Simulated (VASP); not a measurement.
Set up this calculation in VASP 6.6.1, as the native input.

```
Task                   : single point
Functional             : r2SCAN
Potentials or basis    : VASP PAW PBE potentials, release 64 (Ca_sv, F)
Cutoff                 : 660 eV
k mesh                 : 8 × 8 × 8
Occupations            : gaussian, width 0.01 eV
Spin                   : no spin polarisation
Dipole correction      : no
Further INCAR settings : ALGO = Normal; EDIFF = 1e-06; NBANDS = 19
```

Crystal: CaF2.

```
Ca F
1.0
     0.00000    2.65937    2.65937
     2.65937    0.00000    2.65937
     2.65937    2.65937    0.00000
Ca F
1 2
Direct
  0.00000 0.00000 0.00000
  0.25000 0.25000 0.25000
  0.75000 0.75000 0.75000
```

One way to write it, as run:

POSCAR

```
CaF2
1.0
    0.0000000000      2.6593650260      2.6593650260
    2.6593650260      0.0000000000      2.6593650260
    2.6593650260      2.6593650260      0.0000000000
Ca F
1 2
Direct
    0.0000000000      0.0000000000      0.0000000000
    0.2500000000      0.2500000000      0.2500000000
    0.7500000000      0.7500000000      0.7500000000
```

INCAR.step1

```
SYSTEM = CaF2
  PREC = Accurate
  ENCUT = 660
  ISMEAR = 0
  SIGMA = 0.01
  LREAL = .False.
  LASPH = .True.
  NELM = 120
  NBANDS = 19
  GGA = PE
  ALGO = Normal
  EDIFF = 1E-5
  LWAVE = .True.
  LCHARG = .False.
  GGA_COMPAT = .False.
```

INCAR.step2

```
SYSTEM = CaF2
  PREC = Accurate
  ENCUT = 660
  EDIFF = 1E-6
  ISMEAR = 0
  SIGMA = 0.01
  LREAL = .False.
  LASPH = .True.
  NELM = 120
  ALGO = Normal
  ISIF = 2
  LWAVE = .False.
  LCHARG = .False.
  METAGGA = R2SCAN
  LMIXTAU = .True.
  NBANDS = 19
  ISTART = 1
  GGA_COMPAT = .False.
```

KPOINTS

```
Automatic mesh
0
Gamma
  8 8 8
  0 0 0
```

Potentials or basis: VASP PAW PBE potentials, release 64 (Ca_sv, F).

Launch:

```sh
$ cat potpaw_PBE.64/Ca_sv/POTCAR potpaw_PBE.64/F/POTCAR > POTCAR
$ cp INCAR.step1 INCAR
$ mpirun -np 1 vasp_std > vasp.out
$ cp INCAR.step2 INCAR
$ mpirun -np 1 vasp_std > vasp.out
```

It gave:

```json
{
 "Pressure": "7.7 GPa",
 "Band gap on the k mesh": "8.44 eV (least direct gap 8.71 eV)"
}
```

Caveat: the cell stands under pressure; the PAW data sets were made with another functional, which shifts forces and pressure a little.

It took 74 s on 1 thread of Intel(R) Xeon(R) 6975P-C (Granite Rapids) (shared host), peak memory 0.19 GiB.
